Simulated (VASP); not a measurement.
# PbS (F-43m) in VASP: further runs

The runs below take PbS through single point, with r2SCAN, HSE06.

Everything below comes from runs of VASP 6.6.1. Logs are shortened: lines on timing, memory, paths and dates and some standing lists are left out, and cuts for length are marked.

### Step 1. The cell of the first run

It takes space group F-43m (No. 216, cubic). The conventional cell has a = 6.602 Å, b = 6.602 Å, c = 6.602 Å, α = 90.00°, β = 90.00°, γ = 90.00°. Within 3.8 Å of Pb (site symmetry -43m) lie 4 S at 2.86 Å. S (site symmetry -43m) has 4 Pb at 2.86 Å within 3.8 Å.

### Step 2. Single point, r2SCAN

Contents of POSCAR:

```
PbS
1.0
    0.0000000000      3.3009774971      3.3009774971
    3.3009774971      0.0000000000      3.3009774971
    3.3009774971      3.3009774971      0.0000000000
Pb S
1 1
Direct
    0.0000000000      0.0000000000      0.0000000000
    0.2500000000      0.2500000000      0.2500000000
```

Contents of INCAR.step1:

```
  ALGO = Normal
  EDIFF = 1E-4
  ENCUT = 520
  GGA = PE
  ISMEAR = 0
  ISYM = 0
  LASPH = True
  LCHARG = False
  LREAL = False
  LWAVE = True
  NBANDS = 17
  NELM = 80
  PREC = Accurate
  SIGMA = 0.01
```

Contents of INCAR.step2:

```
  ALGO = Normal
  EDIFF = 1E-7
  ENCUT = 520
  ISIF = 2
  ISMEAR = 0
  ISTART = 1
  ISYM = 0
  LASPH = True
  LCHARG = True
  LELF = True
  LMIXTAU = True
  LREAL = False
  LVHAR = True
  LWAVE = False
  METAGGA = R2SCAN
  NBANDS = 17
  NELM = 80
  PREC = Accurate
  SIGMA = 0.01
```

Contents of KPOINTS:

```
Automatic mesh
0
Gamma
  4 4 4
  0 0 0.5
```

Potentials or basis: VASP PAW PBE potentials, release 64 (Pb_d, S).

Launch:

```
cat potpaw_PBE.64/Pb_d/POTCAR potpaw_PBE.64/S/POTCAR > POTCAR
cp INCAR.step1 INCAR
mpirun -np 1 vasp_std > vasp.out
cp INCAR.step2 INCAR
mpirun -np 1 vasp_std > vasp.out
```

OUTCAR:

```text
EDIFF = 1E-7
   ENCUT = 520
   ISIF = 2
   ISMEAR = 0
   ISTART = 1
   ISYM = 0
   LASPH = True
   LREAL = False
   METAGGA = R2SCAN
   NELM = 80
   PREC = Accurate

 ion  position               nearest neighbor table
   1  0.000  0.000  0.000-   2 2.86   2 2.86   2 2.86   2 2.86
   2  0.250  0.250  0.250-   1 2.86   1 2.86   1 2.86   1 2.86

IMPORTANT INFORMATION: All symmetrisations will be switched off!
NOSYMM: (Re-)initialisation of all symmetry stuff for point group C_1.

----------------------------------------------------------------------------------------

                                     Primitive cell

  volume of cell :      71.9379

  direct lattice vectors                    reciprocal lattice vectors
     0.000000000  3.300977497  3.300977497    -0.151470284  0.151470284  0.151470284
     3.300977497  0.000000000  3.300977497     0.151470284 -0.151470284  0.151470284
     3.300977497  3.300977497  0.000000000     0.151470284  0.151470284 -0.151470284

  length of vectors
     4.668287145  4.668287145  4.668287145     0.262354228  0.262354228  0.262354228

  position of ions in fractional coordinates (direct lattice)
     0.000000000  0.000000000  0.000000000
     0.250000000  0.250000000  0.250000000

  ion indices of the primitive-cell ions
   primitive index   ion index
                 1           1
                 2           2

----------------------------------------------------------------------------------------

 KPOINTS: Automatic mesh

Automatic generation of k-mesh.
 Grid dimensions read from file:
 generate k-points for:    4    4    4

 Generating k-lattice:

  Cartesian coordinates                     Fractional coordinates (reciprocal lattice)
    -0.037867571  0.037867571  0.037867571     0.250000000  0.000000000  0.000000000
     0.037867571 -0.037867571  0.037867571     0.000000000  0.250000000  0.000000000
     0.037867571  0.037867571 -0.037867571     0.000000000  0.000000000  0.250000000

  Length of vectors
     0.065588557  0.065588557  0.065588557

  Shift w.r.t. Gamma in fractional coordinates (k-lattice)
     0.000000000  0.000000000  0.500000000

 Subroutine IBZKPT returns following result:
 ===========================================

 Found    128 irreducible k-points:

 Following reciprocal coordinates:
            Coordinates               Weight
  0.000000  0.000000  0.125000      2.000000
  0.125000  0.000000  0.000000      2.000000
  0.000000  0.125000  0.000000      2.000000
  0.125000  0.125000  0.125000      2.000000
  0.250000  0.000000  0.125000      2.000000
  0.125000  0.250000  0.000000      2.000000
[... 16 lines left out ...]
 -0.375000  0.500000  0.500000      2.000000
  0.125000  0.125000 -0.375000      2.000000
 [... further k-points ...]
   k-points           NKPTS =    128   k-points in BZ     NKDIM =    128   number of bands    NBANDS=     17
   number of dos      NEDOS =    301   number of ions     NIONS =      2
   total plane-waves  NPLWV =  46656
   dimension x,y,z NGX =    36 NGY =   36 NGZ =   36
   dimension x,y,z NGXF=    72 NGYF=   72 NGZF=   72
   ions per type =               1   1
   NGX,Y,Z   is equivalent  to a cutoff of  12.82, 12.82, 12.82 a.u.
   NGXF,Y,Z  is equivalent  to a cutoff of  25.64, 25.64, 25.64 a.u.
 SYSTEM =  unknown system
   PREC   = accura    normal or accurate (medium, high low for compatibility)
   ISTART =      1    job   : 0-new  1-cont  2-samecut
   ICHARG =      0    charge: 1-file 2-atom 10-const
   ISPIN  =      1    spin polarized calculation?
   LNONCOLLINEAR =      F non collinear calculations
   LSORBIT =      F    spin-orbit coupling
   LASPH  =      T    aspherical Exc in radial PAW
   ENCUT  =  520.0 eV  38.22 Ry    6.18 a.u.   8.68  8.68  8.68*2*pi/ulx,y,z
   NELM   =     80;   NELMIN=  2; NELMDL=  0     # of ELM steps
   EDIFF  = 0.1E-06   stopping-criterion for ELM
   LREAL  =      F    real-space projection
   EDIFFG = 0.1E-05   stopping-criterion for IOM
   NSW    =      0    number of steps for IOM
   IBRION =     -1    ionic relax: 0-MD 1-quasi-New 2-CG
   NFREE  =      0    steps in history (QN), initial steepest desc. (CG)
   ISIF   =      2    stress and relaxation
   ISYM   =      0    0-nonsym 1-usesym 2-fastsym
   POTIM  = 0.5000    time-step for ionic-motion
   TEBEG  =    0.0;   TEEND  =   0.0 temperature during run
   PSTRESS=    0.0 pullay stress
   NELECT =      20.0000    total number of electrons
   NUPDOWN=      -1.0000    fix difference up-down
   EMIN   =  10.00;   EMAX   =-10.00  energy-range for DOS
   EFERMI =   0.00;   METHOD = LEGACY
   ISMEAR =     0;   SIGMA  =   0.01  broadening in eV -4-tet -1-fermi 0-gaus
   EFERMI_NEDOS =   21; number of points for ismear=-14 and -15
   IALGO  =     38    algorithm
   IMIX   =      4    mixing-type and parameters
     AMIX     =   0.40;   BMIX     =  1.00
     AMIX_MAG =   1.60;   BMIX_MAG =  1.00
  volume/ion in A,a.u.               =      35.97       242.73
  Fermi-wavevector in a.u.,A,eV,Ry     =   1.068478  2.019131 15.533028  1.141645
  Thomas-Fermi vector in A             =   2.204127
   LORBIT       =      0    0 simple, 1 ext, 2 COOP (PROOUT), +10 PAW based schemes
   METAGGA = R2SCAN    functional components
   LHFCALC =     F    Hartree Fock is set to
   AEXX    =    0.0000 exact exchange contribution
   IVDW    =     0    specifies the selected vdW correction
   LEPSILON=     F    determine dielectric tensor
   LRPA    =     F    only Hartree local field effects (RPA)
 non-spin polarized calculation
 Gauss-broadening in eV      SIGMA  =   0.01
  energy-cutoff  :      520.00
  volume of cell :       71.94
 maximum number of plane-waves:      1945
   NGX = 17   NGY = 17   NGZ = 17

 number of electron      19.9999996 magnetization

 Free energy of the ion-electron system (eV)
  ---------------------------------------------------
  ext. energy  EPLUGINS =         0.00000000
  ---------------------------------------------------
  free energy    TOTEN  =       -65.11254109 eV

  energy without entropy =      -65.11254109  energy(sigma->0) =      -65.11254109

 E-fermi :   2.5566     XC(G=0):  -8.4691

 val. band max:        2.4832091624   @ k =  -0.2500   0.5000   0.3750
 cond. band min:       3.9853639181   @ k =   0.5000   0.5000   0.1250
 fundamental gap:      1.5021547557
 Fermi energy:         2.5566354000

 k-point     1 :       0.0000    0.0000    0.1250
  band No.  band energies     occupation
      1     -14.5498      2.00000
      2     -14.5423      2.00000
      3     -14.5423      2.00000
      4     -14.5023      2.00000
      5     -14.5023      2.00000
      6     -10.4139      2.00000
[... 9 lines left out ...]
     16      11.1920      0.00000
     17      12.1170      0.00000

 k-point     2 :       0.1250    0.0000    0.0000
  band No.  band energies     occupation
      1     -14.5498      2.00000
      2     -14.5423      2.00000
      3     -14.5423      2.00000
      4     -14.5023      2.00000
      5     -14.5023      2.00000
      6     -10.4139      2.00000
[... 9 lines left out ...]
     16      11.1920      0.00000
     17      12.1170      0.00000

 k-point     3 :       0.0000    0.1250    0.0000
  band No.  band energies     occupation
      1     -14.5498      2.00000
      2     -14.5423      2.00000
      3     -14.5423      2.00000
      4     -14.5023      2.00000
      5     -14.5023      2.00000
      6     -10.4139      2.00000
[... 9 lines left out ...]
     16      11.1920      0.00000
     17      12.1170      0.00000

 k-point     4 :       0.1250    0.1250    0.1250
  band No.  band energies     occupation
      1     -14.5498      2.00000
      2     -14.5423      2.00000
      3     -14.5423      2.00000
      4     -14.5023      2.00000
      5     -14.5023      2.00000
      6     -10.4139      2.00000
[... 9 lines left out ...]
     16      11.1920      0.00000
     17      12.1170      0.00000

 k-point     5 :       0.2500    0.0000    0.1250
  band No.  band energies     occupation
      1     -14.5648      2.00000
      2     -14.5364      2.00000
      3     -14.5355      2.00000
      4     -14.5043      2.00000
      5     -14.4995      2.00000
      6     -10.1904      2.00000
[... 9 lines left out ...]
     16      11.7205      0.00000
     17      12.7745      0.00000

 k-point     6 :       0.1250    0.2500    0.0000
  band No.  band energies     occupation
      1     -14.5648      2.00000
      2     -14.5364      2.00000
      3     -14.5355      2.00000
      4     -14.5043      2.00000
      5     -14.4995      2.00000
      6     -10.1904      2.00000
[... 9 lines left out ...]
     16      11.7205      0.00000
     17      12.7745      0.00000
[... 281 lines left out ...]
 k-point    21 :       0.1250   -0.3750    0.1250
  band No.  band energies     occupation
      1     -14.5822      2.00000
      2     -14.5322      2.00000
      3     -14.5304      2.00000
      4     -14.5004      2.00000
      5     -14.4975      2.00000
      6      -9.7169      2.00000
[... 9 lines left out ...]
     16      12.0470      0.00000
     17      12.1446      0.00000

 k-point    22 :       0.5000    0.1250    0.0000
  band No.  band energies     occupation
      1     -14.5822      2.00000
      2     -14.5322      2.00000
      3     -14.5304      2.00000
      4     -14.5004      2.00000
      5     -14.4975      2.00000
      6      -9.7169      2.00000
[... 9 lines left out ...]
     16      12.0470      0.00000
     17      12.1446      0.00000

 k-point    23 :      -0.3750    0.5000    0.5000
  band No.  band energies     occupation
      1     -14.5822      2.00000
      2     -14.5322      2.00000
      3     -14.5304      2.00000
      4     -14.5004      2.00000
      5     -14.4975      2.00000
      6      -9.7169      2.00000
[... 9 lines left out ...]
     16      12.0470      0.00000
     17      12.1446      0.00000

 k-point    24 :       0.1250    0.1250   -0.3750
  band No.  band energies     occupation
      1     -14.5822      2.00000
      2     -14.5322      2.00000
      3     -14.5304      2.00000
      4     -14.5004      2.00000
      5     -14.4975      2.00000
      6      -9.7169      2.00000
[... 9 lines left out ...]
     16      12.0470      0.00000
     17      12.1446      0.00000

 [... further k-points ...]

------------------------ aborting loop because EDIFF is reached ----------------------------------------

  FORCE on cell =-STRESS in cart. coord.  units (eV):
  Direction    XX          YY          ZZ          XY          YZ          ZX
  --------------------------------------------------------------------------------------
  -------------------------------------------------------------------------------------
  Total       -0.0077452     -0.0077451     -0.0077451      0.0000237      0.0000236      0.0000247
  in kB       -0.1724982     -0.1724965     -0.1724961      0.0005270      0.0005258      0.0005499
  external PRESSURE =      -0.1724969 kB  Pullay stress =       0.0000000 kB

 VOLUME and BASIS-vectors are now :
 -----------------------------------------------------------------------------
  energy-cutoff  :      520.00
  volume of cell :       71.94
      direct lattice vectors                 reciprocal lattice vectors
     0.000000000  3.300977497  3.300977497    -0.151470284  0.151470284  0.151470284
     3.300977497  0.000000000  3.300977497     0.151470284 -0.151470284  0.151470284
     3.300977497  3.300977497  0.000000000     0.151470284  0.151470284 -0.151470284

 POSITION                                       TOTAL-FORCE (eV/Angst)
 -----------------------------------------------------------------------------------
      0.00000      0.00000      0.00000         0.000002      0.000003      0.000002
      1.65049      1.65049      1.65049        -0.000002     -0.000003     -0.000002
 -----------------------------------------------------------------------------------
    total drift:                                0.000016      0.000017      0.000017

  FREE ENERGIE OF THE ION-ELECTRON SYSTEM (eV)
  ---------------------------------------------------
  free  energy   TOTEN  =       -65.1125410865 eV

  energy  without entropy=      -65.1125410865  energy(sigma->0) =      -65.11254109
```

Wall time 9.3 min (1 thread of AMD EPYC 7R13 (Zen 3), shared host); peak memory 0.29 GiB.

Results:

```
Free energy            : -65.1125 eV
Pressure               : 0.0 GPa
Band gap on the k mesh : 1.50 eV (least direct gap 1.69 eV)
```

Caveat: the structure was generated, so it needn't be the stable form of PbS; the PAW data sets were made with another functional, which shifts forces and pressure a little; spin-orbit coupling is left out, which moves the levels of the heavy elements; a shifted mesh leaves out Γ, where band edges can lie. A k mesh can miss the band edges.

### Step 3. Single point, HSE06

POSCAR is that of step 2.

Contents of INCAR.step1:

```
ALGO = Normal
EDIFF = 1E-5
ENCUT = 520
GGA = PE
ISIF = 2
ISMEAR = 0
LASPH = T
LCHARG = F
LREAL = F
LWAVE = T
NBANDS = 17
NELM = 80
PREC = Accurate
SIGMA = 0.01
```

Contents of INCAR.step2:

```
ALGO = Normal
EDIFF = 1E-7
ENCUT = 520
GGA = PE
HFSCREEN = 0.2079
ISIF = 2
ISMEAR = 0
ISTART = 1
LASPH = T
LCHARG = F
LHFCALC = T
LREAL = F
LWAVE = F
NBANDS = 17
NELM = 80
PREC = Accurate
PRECFOCK = Normal
SIGMA = 0.01
```

Contents of KPOINTS:

```
k-points
0
Gamma
  4 4 4
```

Potentials or basis: VASP PAW PBE potentials, release 64 (Pb_d, S).

Launch:

```
cat potpaw_PBE.64/Pb_d/POTCAR potpaw_PBE.64/S/POTCAR > POTCAR
cp INCAR.step1 INCAR
mpirun -np 1 vasp_std > vasp.out
cp INCAR.step2 INCAR
mpirun -np 1 vasp_std > vasp.out
```

Run time: 17 min. Hardware: 1 thread of AMD EPYC 7R13 (Zen 3), shared host; peak memory 0.29 GiB.

The run converged. Its results:

```yaml
Free_energy: -9.9834 eV
Pressure: 0.0 GPa
Band_gap_on_the_k_mesh: 1.29 eV (least direct gap 1.81 eV)
```

Levels at points of the mesh, in eV from the valence-band top:
| k point | band 8 | band 9 | band 10 | band 11 | band 12 | band 13 |
| --- | --- | --- | --- | --- | --- | --- |
| (0.00, 0.00, 0.00) | -2.03 | -2.03 | -2.03 | 3.11 | 3.11 | 3.11 |
| (0.50, 0.00, 0.00) | -2.58 | -2.58 | -2.05 | 3.86 | 3.86 | 4.28 |
| (0.50, 0.50, 0.00) | -3.33 | -3.33 | -0.52 | 1.29 | 5.96 | 5.96 |

Caveat: the structure was generated, so it needn't be the stable form of PbS; the PAW data sets were made with another functional, which shifts forces and pressure a little; spin-orbit coupling is left out, which moves the levels of the heavy elements. A k mesh can miss the band edges.
